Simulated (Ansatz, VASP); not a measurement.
One calculation of Fe, two programs

Contents of INCAR:

```
PREC = Accurate
ENCUT = 520
EDIFF = 1E-7
ISMEAR = -1
SIGMA = 0.1
LREAL = False
LASPH = True
NELM = 150
ALGO = Normal
ISIF = 2
LWAVE = False
LCHARG = True
ISPIN = 2
MAGMOM = 3
LORBIT = 11
LMAXMIX = 4
LDAU = True
LDAUTYPE = 2
LDAUL = 2
LDAUU = 6
LDAUJ = 0
LDAUPRINT = 1
GGA = PS
IVDW = 13
LELF = True
LVHAR = True
NBANDS = 14
```

Contents of KPOINTS:

```
regular mesh
0
Gamma
  13 13 13
```

POSCAR

```
Fe
1.0
   -1.4430000000      1.4430000000      1.4430000000
    1.4430000000     -1.4430000000      1.4430000000
    1.4430000000      1.4430000000     -1.4430000000
Fe
1
Direct
    0.0000000000      0.0000000000      0.0000000000
```

Contents of input.yaml:

```yaml
crystal:
  lattice:
    - [-1.443, 1.443, 1.443]
    - [1.443, -1.443, 1.443]
    - [1.443, 1.443, -1.443]
  atoms:
    - { symbol: Fe, position: [0.0, 0.0, 0.0], spin: 3.0 }
hamiltonian:
  xc: pbesol
  pseudopotentials: { kind: paw }
  dispersion: d4
  hubbard: { sites: [{ species: Fe, l: d, u_eff: 6.0 }] }
magnetization:
  spin_polarized: true
kpoints:
  mp_grid: { grid: [13, 13, 13] }
scf:
  occupations: { method: fermi_dirac, width: 0.1 }
  n_extra_bands: 12
output:
  eigenvalues: true
  optics: { e_range: [0, 14], sigma: 0.2, nscf_kmesh: { grid: [17, 17, 17] } }
```

Alike in both runs: functional PBEsol; dispersion D4; k mesh 13 × 13 × 13; occupations fermi-dirac, width 0.1 eV; collinear spin; Hubbard terms Fe d U = 6.0 eV.

|  | VASP | Ansatz |
| --- | --- | --- |
| version | VASP 6.6.1 | Ansatz 0.2.0 |
| potentials or method | VASP PAW PBE potentials, release 64 (Fe) | Ansatz PAW |
| plane-wave cutoff (eV) | 520 | 420 |
| valence electrons in the cell | 8 | 16 |
| task | single point | optical spectrum |

Ansatz gave:

```
gap on the k mesh at the Fermi level (eV)                     : none
net moment per atom (μB)                                      : 2.96
size of the moment on the site where the two differ most (μB) : 2.83
```

Problem. What did VASP give for the same quantities?

Solution. gap on the k mesh at the Fermi level (eV): none; net moment per atom (μB): 3.00; size of the moment on the site where the two differ most (μB): 3.14.

VASP's potentials were made for PBE, not for PBEsol. Site moments also hang on the region over which each program counts them. The programs project onto different local orbitals, so the same U acts differently, and such runs can settle in different states. A gap of «none» marks a metal or a gap that the smearing closes. VASP's potentials hold 8 valence electrons a cell and Ansatz's 16, so a difference there can come from the potentials and not from the codes.

Noted on Ansatz's run: the magnetic or orbital state may not be the lowest.
